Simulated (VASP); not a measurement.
Wanted: the native input for a VASP 6.6.1 run.

- Task: single point
- Functional: PBE
- Potentials or basis: VASP PAW PBE potentials, release 64 (Al, Cu)
- Cutoff: 520 eV
- k mesh: 6 × 6 × 4
- Occupations: gaussian, width 0.2 eV
- Spin: no spin polarisation
- Dipole correction: no
- Further INCAR settings: ALGO = Fast; EDIFF = 1e-06; NBANDS = 50

The structure of Al2Cu3 lies in POSCAR:

```
Al2Cu3
1.0
   -2.0839596693      3.6095240281      0.0000000000
    2.0839596693     -1.2031746760     -4.3319794125
   -6.2518790079     -3.6095240281      0.0000000000
Al Cu
4 6
Direct
    0.6545061469      0.3090122938      0.5515020490
    0.1545061469      0.3090122938      0.0515020490
    0.8454938531      0.6909877062      0.9484979510
    0.3454938531      0.6909877062      0.4484979510
    0.5478342479      0.0956684959      0.8492780826
    0.0478342479      0.0956684959      0.3492780826
    0.9521657521      0.9043315041      0.6507219174
    0.4521657521      0.9043315041      0.1507219174
    0.2500000000      0.5000000000      0.7500000000
    0.7500000000      0.5000000000      0.2500000000
```

One way to write it, as run:

INCAR

```
SYSTEM = Al2Cu3
ALGO = Fast ; EDIFF = 1E-6
ENCUT = 520 ; GGA = PE
ISIF = 2 ; ISMEAR = 0
LASPH = .True. ; LCHARG = .True.
LELF = .True. ; LREAL = .False.
LVHAR = .True. ; LWAVE = .False.
NBANDS = 50 ; NELM = 100
PREC = Accurate ; SIGMA = 0.2
```

KPOINTS

```
k-points
0
Gamma
  6 6 4
  0 0 0
```

Potentials or basis: VASP PAW PBE potentials, release 64 (Al, Cu).

Command:

```bash
$ cat potpaw_PBE.64/Al/POTCAR potpaw_PBE.64/Cu/POTCAR > POTCAR
$ mpirun -np 1 vasp_std > vasp.out
```

Results of the run:

```yaml
Pressure: 0.1 GPa
Largest_force: 0.013 eV/Å
Band_gap_on_the_k_mesh: zero (bands 39 and 40 overlap by 2.58 eV)
```

Run time: 11 min on 1 thread of Intel(R) Xeon(R) Platinum 8375C CPU @ 2.90GHz (Ice Lake), on a shared host, peak memory 0.37 GiB.
